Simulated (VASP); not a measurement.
# C (P6_3/mmc) in VASP: a series of runs

The runs below take C through single point, with HSE06, LDA, PBEsol.

Program: VASP 6.6.1. These are calculated values, not measurements. Logs are shortened: lines on timing, memory, paths and dates and some standing lists are left out, and cuts for length are marked.

## (1) The cell of the first run

The structure is hexagonal, space group P6_3/mmc (No. 194). The conventional cell has a = 2.493 Å, b = 2.493 Å, c = 4.150 Å, α = 90.00°, β = 90.00°, γ = 120.00°. C (site symmetry 3m) has 4 C at 1.53 to 1.55 Å within 2.0 Å.

## (2) Single point, HSE06

The input, POSCAR:

```
C
1.0
    2.4934031022      0.0000000000      0.0000000000
   -1.2467015511      2.1593504284      0.0000000000
    0.0000000000      0.0000000000      4.1495016899
C
4
Direct
    0.3333333333      0.6666666667      0.0002502486
    0.6666666667      0.3333333333      0.5002502486
    0.3333333333      0.6666666667      0.3747497514
    0.6666666667      0.3333333333      0.8747497514
```

The input, INCAR.step1:

```
SYSTEM = C
ALGO = Normal
EDIFF = 1E-5
ENCUT = 520
GGA = PE
ISIF = 2
ISMEAR = -1
LASPH = .True.
LCHARG = .False.
LREAL = .False.
LWAVE = .True.
NBANDS = 16
NELM = 80
PREC = Accurate
SIGMA = 0.02
```

The input, INCAR.step2:

```
SYSTEM = C
ALGO = Normal
EDIFF = 1E-7
ENCUT = 520
GGA = PE
HFSCREEN = 0.2079
ISIF = 2
ISMEAR = -1
ISTART = 1
LASPH = .True.
LCHARG = .False.
LHFCALC = .True.
LREAL = .False.
LWAVE = .False.
NBANDS = 16
NELM = 80
PREC = Accurate
PRECFOCK = Normal
SIGMA = 0.02
```

The input, KPOINTS:

```
k-points
0
Gamma
  9 9 4
  0 0 0
```

Potentials or basis: VASP PAW PBE potentials, release 64 (C).

The run is started by

```bash
> cat potpaw_PBE.64/C/POTCAR > POTCAR
> cp INCAR.step1 INCAR
> mpirun -np 1 vasp_std > vasp.out
> cp INCAR.step2 INCAR
> mpirun -np 1 vasp_std > vasp.out
```

OUTCAR:

```text
SYSTEM = C
   EDIFF = 1E-7
   ENCUT = 520
   GGA = PE
   HFSCREEN = 0.2079
   ISIF = 2
   ISMEAR = -1
   ISTART = 1
   LASPH = .True.
   LHFCALC = .True.
   LREAL = .False.
   NELM = 80
   PREC = Accurate
   PRECFOCK = Normal

 ion  position               nearest neighbor table
   1  0.333  0.667  0.000-   4 1.53   4 1.53   4 1.53   3 1.55
   2  0.667  0.333  0.500-   3 1.53   3 1.53   3 1.53   4 1.55
   3  0.333  0.667  0.375-   2 1.53   2 1.53   2 1.53   1 1.55
   4  0.667  0.333  0.875-   1 1.53   1 1.53   1 1.53   2 1.55

  LATTYP: Found a hexagonal cell.
 ALAT       =     2.4934031022
 C/A-ratio  =     1.6641920780

  Lattice vectors:

 A1 = (   2.4934031022,   0.0000000000,   0.0000000000)
 A2 = (  -1.2467015511,   2.1593504284,   0.0000000000)
 A3 = (   0.0000000000,   0.0000000000,   4.1495016899)

Analysis of symmetry for initial positions (statically):
=====================================================================
 Subroutine PRICEL returns:
 Original cell was already a primitive cell.

 Routine SETGRP: Setting up the symmetry group for a
 hexagonal supercell.

 Subroutine GETGRP returns: Found 24 space group operations
 (whereof  6 operations were pure point group operations)
 out of a pool of 24 trial point group operations.

The static configuration has the point symmetry C_3v.
 The point group associated with its full space group is D_6h.

Analysis of symmetry for dynamics (positions and initial velocities):
=====================================================================
 Subroutine PRICEL returns:
 Original cell was already a primitive cell.

 Routine SETGRP: Setting up the symmetry group for a
 hexagonal supercell.

 Subroutine GETGRP returns: Found 24 space group operations
 (whereof  6 operations were pure point group operations)
 out of a pool of 24 trial point group operations.

The dynamic configuration has the point symmetry C_3v.
 The point group associated with its full space group is D_6h.

 Subroutine INISYM returns: Found 24 space group operations
 (whereof  6 operations are pure point group operations),
 and found     1 'primitive' translations

----------------------------------------------------------------------------------------

                                     Primitive cell

  volume of cell :      22.3415

  direct lattice vectors                    reciprocal lattice vectors
     2.493403102  0.000000000  0.000000000     0.401058296  0.231551115  0.000000000
    -1.246701551  2.159350428  0.000000000     0.000000000  0.463102231  0.000000000
     0.000000000  0.000000000  4.149501690     0.000000000  0.000000000  0.240992793

  length of vectors
     2.493403102  2.493403102  4.149501690     0.463102231  0.463102231  0.240992793

  position of ions in fractional coordinates (direct lattice)
     0.333333333  0.666666667  0.000250249
     0.666666667  0.333333333  0.500250249
     0.333333333  0.666666667  0.374749751
     0.666666667  0.333333333  0.874749751

  ion indices of the primitive-cell ions
   primitive index   ion index
                 1           1
                 2           2
                 3           3
                 4           4

----------------------------------------------------------------------------------------

 KPOINTS: k-points

Automatic generation of k-mesh.
 Grid dimensions read from file:
 generate k-points for:    9    9    4

 Generating k-lattice:

  Cartesian coordinates                     Fractional coordinates (reciprocal lattice)
     0.044562033  0.025727902  0.000000000     0.111111111  0.000000000  0.000000000
     0.000000000  0.051455803  0.000000000     0.000000000  0.111111111  0.000000000
     0.000000000  0.000000000  0.060248198     0.000000000  0.000000000  0.250000000

  Length of vectors
     0.051455803  0.051455803  0.060248198

  Shift w.r.t. Gamma in fractional coordinates (k-lattice)
     0.000000000  0.000000000  0.000000000

 Subroutine IBZKPT returns following result:
 ===========================================

 Found     36 irreducible k-points:

 Following reciprocal coordinates:
            Coordinates               Weight
  0.000000  0.000000  0.000000      1.000000
  0.111111 -0.000000  0.000000      6.000000
  0.222222 -0.000000  0.000000      6.000000
  0.333333 -0.000000  0.000000      6.000000
  0.444444 -0.000000  0.000000      6.000000
  0.111111  0.111111  0.000000      6.000000
[... 16 lines left out ...]
  0.333333  0.222222  0.250000     24.000000
  0.333333  0.333333  0.250000      4.000000
 [... further k-points ...]
   k-points           NKPTS =     36   k-points in BZ     NKDIM =    324   number of bands    NBANDS=     16
   number of dos      NEDOS =    301   number of ions     NIONS =      4
   total plane-waves  NPLWV =  12800
   dimension x,y,z NGX =    20 NGY =   20 NGZ =   32
   dimension x,y,z NGXF=    40 NGYF=   40 NGZF=   64
   ions per type =               4
   NGX,Y,Z   is equivalent  to a cutoff of  13.33, 13.33, 12.82 a.u.
   NGXF,Y,Z  is equivalent  to a cutoff of  26.67, 26.67, 25.64 a.u.
 SYSTEM =  C
   PREC   = accura    normal or accurate (medium, high low for compatibility)
   ISTART =      1    job   : 0-new  1-cont  2-samecut
   ICHARG =      0    charge: 1-file 2-atom 10-const
   ISPIN  =      1    spin polarized calculation?
   LNONCOLLINEAR =      F non collinear calculations
   LSORBIT =      F    spin-orbit coupling
   LASPH  =      T    aspherical Exc in radial PAW
   ENCUT  =  520.0 eV  38.22 Ry    6.18 a.u.   4.64  4.64  7.72*2*pi/ulx,y,z
   NELM   =     80;   NELMIN=  2; NELMDL=  0     # of ELM steps
   EDIFF  = 0.1E-06   stopping-criterion for ELM
   LREAL  =      F    real-space projection
   EDIFFG = 0.1E-05   stopping-criterion for IOM
   NSW    =      0    number of steps for IOM
   IBRION =     -1    ionic relax: 0-MD 1-quasi-New 2-CG
   NFREE  =      0    steps in history (QN), initial steepest desc. (CG)
   ISIF   =      2    stress and relaxation
   ISYM   =      3    0-nonsym 1-usesym 2-fastsym
   POTIM  = 0.5000    time-step for ionic-motion
   TEBEG  =    0.0;   TEEND  =   0.0 temperature during run
   PSTRESS=    0.0 pullay stress
   NELECT =      16.0000    total number of electrons
   NUPDOWN=      -1.0000    fix difference up-down
   EMIN   =  10.00;   EMAX   =-10.00  energy-range for DOS
   EFERMI =   0.00;   METHOD = LEGACY
   ISMEAR =    -1;   SIGMA  =   0.02  broadening in eV -4-tet -1-fermi 0-gaus
   EFERMI_NEDOS =   21; number of points for ismear=-14 and -15
   IALGO  =     38    algorithm
   IMIX   =      1    mixing-type and parameters
     AMIX     =   0.40;   BMIX     =  1.00
     AMIX_MAG =   1.60;   BMIX_MAG =  1.00
  volume/ion in A,a.u.               =       5.59        37.69
  Fermi-wavevector in a.u.,A,eV,Ry     =   1.464685  2.767854 29.188617  2.145303
  Thomas-Fermi vector in A             =   2.580632
   LORBIT       =      0    0 simple, 1 ext, 2 COOP (PROOUT), +10 PAW based schemes
   GGA     = PE    functional components
   LHFCALC =     T    Hartree Fock is set to
   PRECFOCK=normal    Normal, Fast or Accurate (Low or Medium for compatibility)
   ENCUT4O =  -1.0   cutoff for four orbital integrals eV
   NKREDX  =     1    reduce k-point grid by
   NKREDY  =     1    reduce k-point grid by
   NKREDZ  =     1    reduce k-point grid by
   AEXX    =    0.2500 exact exchange contribution
   HFSCREEN=    0.2079 screening length (either q_TF or 0.3 A-1)
   HFSCREENC=   0.2079 screening length for correlation (either q_TF or 0.3 A-1)
   ENCUTFOCK=  -1.0 apply spherical cutoff to Coloumb kernel
   IVDW    =     0    specifies the selected vdW correction
   LEPSILON=     F    determine dielectric tensor
   LRPA    =     F    only Hartree local field effects (RPA)
 non-spin polarized calculation
  energy-cutoff  :      520.00
  volume of cell :       22.34
 maximum number of plane-waves:       614
 NGX is ok and might be reduce to    20
  NGX = 14; NGY = 14; NGZ = 24

 number of electron      15.9999999 magnetization

 Free energy of the ion-electron system (eV)
  ---------------------------------------------------
  ext. energy  EPLUGINS =         0.00000000
  ---------------------------------------------------
  free energy    TOTEN  =       -41.99902156 eV

  energy without entropy =      -41.99902156  energy(sigma->0) =      -41.99902156

 E-fermi :  10.1781     XC(G=0): -10.8760

 val. band max:        9.6469366951   @ k =   0.0000   0.0000   0.0000
 cond. band min:      13.9665152789   @ k =   0.3333   0.3333   0.0000
 fundamental gap:      4.3195785838
 Fermi energy:        10.1780744040

 k-point     1 :       0.0000    0.0000    0.0000
  band No.  band energies     occupation
      1     -14.4433      2.00000
      2      -8.3567      2.00000
      3      -5.4880      2.00000
      4       6.2397      2.00000
      5       6.2397      2.00000
      6       9.1508      2.00000
[... 8 lines left out ...]
     15      26.1578      0.00000
     16      29.0438      0.00000

 k-point     2 :       0.1111   -0.0000    0.0000
  band No.  band energies     occupation
      1     -14.1080      2.00000
      2      -8.0518      2.00000
      3      -5.1747      2.00000
      4       4.6518      2.00000
      5       5.5888      2.00000
      6       8.2962      2.00000
[... 8 lines left out ...]
     15      26.5538      0.00000
     16      27.7644      0.00000

 k-point     3 :       0.2222   -0.0000    0.0000
  band No.  band energies     occupation
      1     -13.1090      2.00000
      2      -7.1421      2.00000
      3      -4.2857      2.00000
      4       1.3295      2.00000
      5       4.3047      2.00000
      6       5.4144      2.00000
[... 8 lines left out ...]
     15      25.7595      0.00000
     16      27.6074      0.00000
[... 362 lines left out ...]
 k-point    23 :       0.3333    0.2222    0.2500
  band No.  band energies     occupation
      1      -8.0284      2.00000
      2      -5.3027      2.00000
      3      -4.2566      2.00000
      4      -1.6807      2.00000
      5      -0.7286      2.00000
      6       1.9964      2.00000
[... 8 lines left out ...]
     15      26.3891      0.00000
     16      28.1375      0.00000

 k-point    24 :       0.3333    0.3333    0.2500
  band No.  band energies     occupation
      1      -6.2253      2.00000
      2      -6.2253      2.00000
      3      -2.7718      2.00000
      4      -2.7718      2.00000
      5      -2.1378      2.00000
      6       0.9068      2.00000
[... 8 lines left out ...]
     15      27.5542      0.00000
     16      27.5542      0.00000

 [... further k-points ...]
[... 5 lines left out ...]
  --------------------------------------------------------------------------------------
  -------------------------------------------------------------------------------------
  Total        0.1369979      0.1369979      0.1171510      0.0000000     -0.0000000     -0.0000000
  in kB        9.8245536      9.8245536      8.4012691      0.0000000     -0.0000000     -0.0000000
  external PRESSURE =       9.3501254 kB  Pullay stress =       0.0000000 kB

 VOLUME and BASIS-vectors are now :
 -----------------------------------------------------------------------------
  energy-cutoff  :      520.00
  volume of cell :       22.34
      direct lattice vectors                 reciprocal lattice vectors
     2.493403102  0.000000000  0.000000000     0.401058296  0.231551115  0.000000000
    -1.246701551  2.159350428  0.000000000     0.000000000  0.463102231  0.000000000
     0.000000000  0.000000000  4.149501690     0.000000000  0.000000000  0.240992793

 POSITION                                       TOTAL-FORCE (eV/Angst)
 -----------------------------------------------------------------------------------
     -0.00000      1.43957      0.00104         0.000000     -0.000000      0.005763
      1.24670      0.71978      2.07579         0.000000      0.000000      0.005763
     -0.00000      1.43957      1.55502        -0.000000     -0.000000     -0.005763
      1.24670      0.71978      3.62978        -0.000000      0.000000     -0.005763
 -----------------------------------------------------------------------------------
    total drift:                                0.000000     -0.000000      0.000000

  FREE ENERGIE OF THE ION-ELECTRON SYSTEM (eV)
  ---------------------------------------------------
  free  energy   TOTEN  =       -41.9990215570 eV

  energy  without entropy=      -41.9990215570  energy(sigma->0) =      -41.99902156
```

Run time: 49 min. Hardware: 1 thread of Intel Xeon Platinum 8259CL at 2.50GHz (Skylake/Cascade Lake), shared host; peak memory 0.24 GiB.

What came out:

* Free energy: -41.9990 eV
* Pressure: 0.9 GPa
* Largest force: 0.006 eV/Å
* Band gap on the k mesh: 4.32 eV (least direct gap 6.34 eV)

Forces on the atoms (eV/Å):
```
C    0.000  0.000  0.006
C    0.000  0.000  0.006
C    0.000  0.000 -0.006
C    0.000  0.000 -0.006
```

Caveat: the PAW data sets were made with another functional, which shifts forces and pressure a little. A k mesh can miss the band edges.

## (3) Single point, LDA

This run uses another cell than the first one, of 5.66 Å³/atom.

The input, INCAR:

```
  PREC = Accurate
  ENCUT = 1300
  EDIFF = 1E-6
  ISMEAR = 0
  SIGMA = 0.01
  LREAL = False
  LASPH = True
  NELM = 120
  ALGO = Normal
  ISIF = 2
  LWAVE = False
  LCHARG = True
  GGA = CA
  LELF = True
  LVHAR = True
  NBANDS = 16
  GGA_COMPAT = False
```

The input, KPOINTS:

```
regular mesh
0
Gamma
  12 12 6
```

The input, POSCAR:

```
C
1.0
    2.5031953547      0.0000000000      0.0000000000
   -1.2515976774      2.1678307678      0.0000000000
    0.0000000000      0.0000000000      4.1688692743
C
4
Direct
    0.3333333333      0.6666666667      0.0002313159
    0.6666666667      0.3333333333      0.5002313159
    0.3333333333      0.6666666667      0.3747686841
    0.6666666667      0.3333333333      0.8747686841
```

Potentials or basis: VASP PAW LDA potentials, release 64 (C_h).

The run is started by

```bash
> cat potpaw_LDA.64/C_h/POTCAR > POTCAR
> mpirun -np 1 vasp_std > vasp.out
```

Run time: 1.7 min. Hardware: 1 thread of Intel Xeon Platinum 8259CL at 2.50GHz (Skylake/Cascade Lake), shared host; peak memory 0.21 GiB.

It converged, with:

* Free energy: -40.4200 eV
* Pressure: -9.8 GPa
* Band gap on the k mesh: 3.11 eV (least direct gap 4.94 eV)

Levels at points of the mesh, in eV from the valence-band top:
```tsv
k point	band 5	band 6	band 7	band 8	band 9	band 10	band 11	band 12
(0.00, 0.00, 0.00)	-3.07	-0.48	0.00	0.00	4.94	4.94	5.28	8.34
(0.50, 0.00, 0.00)	-9.26	-6.47	-5.99	-3.14	4.47	7.91	8.24	8.34
(0.00, 0.00, 0.50)	-1.84	-1.84	-1.84	-1.84	7.21	7.21	7.21	7.21
(0.50, 0.00, 0.50)	-5.10	-5.10	-4.80	-4.80	5.86	5.86	6.51	6.51
```

Caveat: the cell stands under tension. A k mesh can miss the band edges.

## (4) Single point, PBEsol

This run uses another cell than the first one, of 5.63 Å³/atom.

The input, INCAR:

```
PREC     = Accurate       # precision mode
ENCUT    = 1300           # plane-wave cutoff, eV
EDIFF    = 1E-6           # SCF threshold, eV
ISMEAR   = -1             # smearing method
SIGMA    = 0.02           # smearing width, eV
LREAL    = False          # projectors in reciprocal space
LASPH    = True           # aspherical terms in the spheres
NELM     = 120            # most SCF steps
ALGO     = Normal         # electronic algorithm
ISIF     = 2              # what is computed and relaxed
LWAVE    = False          # write WAVECAR
LCHARG   = False          # write CHGCAR
GGA      = PS             # functional
NBANDS   = 16             # bands
GGA_COMPAT= False
```

The input, KPOINTS:

```
Automatic mesh
0
Gamma
  12 12 6
```

The input, POSCAR:

```
C
1.0
    2.4988208243      0.0000000000      0.0000000000
   -1.2494104122      2.1640423133      0.0000000000
    0.0000000000      0.0000000000      4.1608703576
C
4
Direct
    0.3333333333      0.6666666667      0.0003017321
    0.6666666667      0.3333333333      0.5003017321
    0.3333333333      0.6666666667      0.3746982679
    0.6666666667      0.3333333333      0.8746982679
```

Potentials or basis: VASP PAW PBE potentials, release 64 (C_h).

The run is started by

```bash
> cat potpaw_PBE.64/C_h/POTCAR > POTCAR
> mpirun -np 1 vasp_std > vasp.out
```

It took 64 s on 1 thread of AMD EPYC 7R43 (Zen 3), shared host; peak memory 0.19 GiB.

Results (log left out):

```
Free energy            : -38.4591 eV
Pressure               : 0.1 GPa
Band gap on the k mesh : 3.05 eV (least direct gap 4.93 eV)
```

Levels at points of the mesh, in eV from the valence-band top:
```tsv
k point	band 6	band 7	band 8	band 9	band 10	band 11
(0.00, 0.00, 0.00)	-0.51	0.00	0.00	4.93	4.93	5.31
(0.50, 0.00, 0.00)	-6.55	-6.09	-3.18	4.37	7.90	8.25
(0.00, 0.00, 0.50)	-1.87	-1.87	-1.87	7.23	7.23	7.23
(0.50, 0.00, 0.50)	-5.17	-4.88	-4.88	5.79	5.79	6.44
```

Caveat: the PAW data sets were made with another functional, which shifts forces and pressure a little. A k mesh can miss the band edges.

## (5) The runs side by side

```csv
level,potentials or basis,cell,k mesh,cutoff (eV),smearing,grid for exact exchange (PRECFOCK),share of exact exchange,screening parameter,gap on the mesh (eV),pressure (GPa)
HSE06,"VASP PAW PBE potentials, release 64 (C)","a = 2.493, b = 2.493, c = 4.150 Å, angles 90.0, 90.0, 120.0°, 4 atoms",9 × 9 × 4,520,fermi-dirac 0.02 eV,Normal,0.25,0.2079 1/Å,4.32,0.9
LDA,"VASP PAW LDA potentials, release 64 (C_h)","a = 2.503, b = 2.503, c = 4.169 Å, angles 90.0, 90.0, 120.0°, 4 atoms",12 × 12 × 6,1300,gaussian 0.01 eV,-,-,-,3.11,-9.8
PBEsol,"VASP PAW PBE potentials, release 64 (C_h)","a = 2.499, b = 2.499, c = 4.161 Å, angles 90.0, 90.0, 120.0°, 4 atoms",12 × 12 × 6,1300,fermi-dirac 0.02 eV,-,-,-,3.05,0.1
```

Alike in all rows: task single point; no spin polarisation.

Caveats: the PAW data sets were made with another functional, which shifts forces and pressure a little (at least some runs); the cell stands under tension (at least some runs).

Absolute energies hang on the potentials; compare differences alone.
